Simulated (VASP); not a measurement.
Set up this calculation in VASP 6.6.1, as the native input.

- Task: single point
- Functional: PBE
- Potentials or basis: VASP PAW PBE potentials, release 64 (Ba_sv, Ti_sv, O)
- Cutoff: 520 eV
- k mesh: 6 × 6 × 6
- Occupations: gaussian, width 0.05 eV
- Spin: no spin polarisation
- Hubbard terms: Ti d U = 4.0 eV
- Dipole correction: no
- Further INCAR settings: ALGO = Normal; EDIFF = 1e-06; NBANDS = 28

The structure of BaTiO3 lies in POSCAR:

```
BaTiO3
1.0
    2.9461832477      1.7009796911      2.2756719710
   -2.9461832477      1.7009796911      2.2756719710
    0.0000000000     -3.4019593823      2.2756719709
Ba Ti O
1 1 3
Direct
    0.0026800181      0.0026800181      0.0026800181
    0.5127992509      0.5127992509      0.5127992509
    0.4903227049      0.4903227049      0.9825753212
    0.4903227049      0.9825753212      0.4903227049
    0.9825753212      0.4903227049      0.4903227049
```

This cell differs from its parent crystal: strain +0.030 along x and y, -0.030 along z.

These files were run (other wordings do the same):

INCAR

```
PREC = Accurate ; ENCUT = 520
EDIFF = 1E-6 ; ISMEAR = 0
SIGMA = 0.05 ; LREAL = F
LASPH = T ; NELM = 150
ALGO = Normal ; ISIF = 2
LWAVE = F ; LCHARG = F
LMAXMIX = 4 ; LDAU = T
LDAUTYPE = 2 ; LDAUL = -1 2 -1
LDAUU = 0 4 0 ; LDAUJ = 0 0 0
LDAUPRINT = 1 ; GGA = PE
NBANDS = 28
```

KPOINTS

```
Automatic mesh
0
Gamma
  6 6 6
```

Potentials or basis: VASP PAW PBE potentials, release 64 (Ba_sv, Ti_sv, O).

Run with:

```sh
$ cat potpaw_PBE.64/Ba_sv/POTCAR potpaw_PBE.64/Ti_sv/POTCAR potpaw_PBE.64/O/POTCAR > POTCAR
$ mpirun -np 1 vasp_std > vasp.out
```

It gave:

| Item | Value |
| --- | --- |
| Pressure | -1.2 GPa |
| Largest force | 0.420 eV/Å |
| Band gap on the k mesh | 2.37 eV, indirect (least direct gap 2.72 eV) |

Caveat: the cell differs from its parent crystal (strain +0.030 along x and y, -0.030 along z); spin-orbit coupling is left out, which moves the levels of the heavy elements.

It took 73 s on 1 thread of Intel Xeon 6975P-C, on a shared host, peak memory 0.21 GiB.
